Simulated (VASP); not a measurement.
## AlNi: single point with PBE

Crystal: AlNi.

```
Al Ni
1.0
     2.89057    0.00000    0.00000
     0.00000    2.89057    0.00000
     0.00000    0.00000    2.89057
Al Ni
1 1
Direct
  0.00000 0.00000 0.00000
  0.50000 0.50000 0.50000
```

This cell differs from its parent crystal: volume scaled by 1.01.

```yaml
Program: VASP 6.6.1
Task: single point
Functional: PBE
Potentials_or_basis: VASP PAW PBE potentials, release 64 (Al, Ni)
Cutoff: 520 eV
k_mesh: 13 × 13 × 13
Occupations: fermi-dirac, width 0.05 eV
Spin: collinear spin, ferromagnetic start
Starting_moments: "[0.0, 1.5] μB"
```

```yaml
Pressure: 0.3 GPa
Net_moment: 0.00 μB per cell
Valence_electrons_inside_the_program's_atomic_spheres: Al 0.79; Ni 9.45
```

Levels at points of the mesh, in eV from the Fermi level:
Spin up:
```csv
k point,band 2,band 3,band 4,band 5,band 6,band 7,band 8,band 9,band 10,band 11
"(0.00, 0.00, 0.00)",-3.16,-3.16,-1.50,-1.50,-1.50,5.48,5.48,5.48,8.11,8.11
```
Spin down:
| k point | band 2 | band 3 | band 4 | band 5 | band 6 | band 7 | band 8 | band 9 | band 10 | band 11 |
| --- | --- | --- | --- | --- | --- | --- | --- | --- | --- | --- |
| (0.00, 0.00, 0.00) | -3.16 | -3.16 | -1.50 | -1.50 | -1.50 | 5.48 | 5.48 | 5.48 | 8.11 | 8.11 |

It took 82 s on 1 thread of Intel(R) Xeon(R) Platinum 8375C CPU @ 2.90GHz (Ice Lake), with other jobs on the host, peak memory 0.19 GiB.

Caveat: the starting moments collapsed, and a magnetic state may lie lower.
